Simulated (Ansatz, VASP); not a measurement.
One calculation of HgTe, two programs

```
Hg Te
1.0
     0.06447    3.25574    3.25574
     3.25574    0.06447    3.25574
     3.25574    3.25574    0.06447
Hg Te
1 1
Cartesian
  0.0000 0.0000 0.0000
  4.9320 4.9320 4.9320
```

Change from the starting cell: equal xy, yz and zx shear strains of +2 %.

Alike in both runs: task single point; functional PBEsol; k mesh 9 × 9 × 9; occupations fermi-dirac, width 0.05 eV; no spin polarisation.

```csv
,VASP,Ansatz
version,VASP 6.6.1,Ansatz 0.2.0
potentials or method,"VASP PAW PBE potentials, release 64 (Hg, Te), cutoff 520 eV","all-electron LAPW, scalar-relativistic"
```

VASP gave:

```
pressure (GPa)                                                : 1.5
traceless stress, the component that is largest in VASP (GPa) : -0.81
rms of the force components (eV/Å)                            : 0.108
```

Problem. Which values does Ansatz return?

Solution. Pressure (GPa): 1.4; traceless stress, the component that is largest in VASP (GPa): -0.79; rms of the force components (eV/Å): 0.104.

VASP's potentials were made for PBE, not for PBEsol. Atom by atom the forces differ by 0.003 eV/Å (rms over components). Ansatz ran all-electron here, and VASP with PAW potentials.

Neither program's run includes spin-orbit coupling.
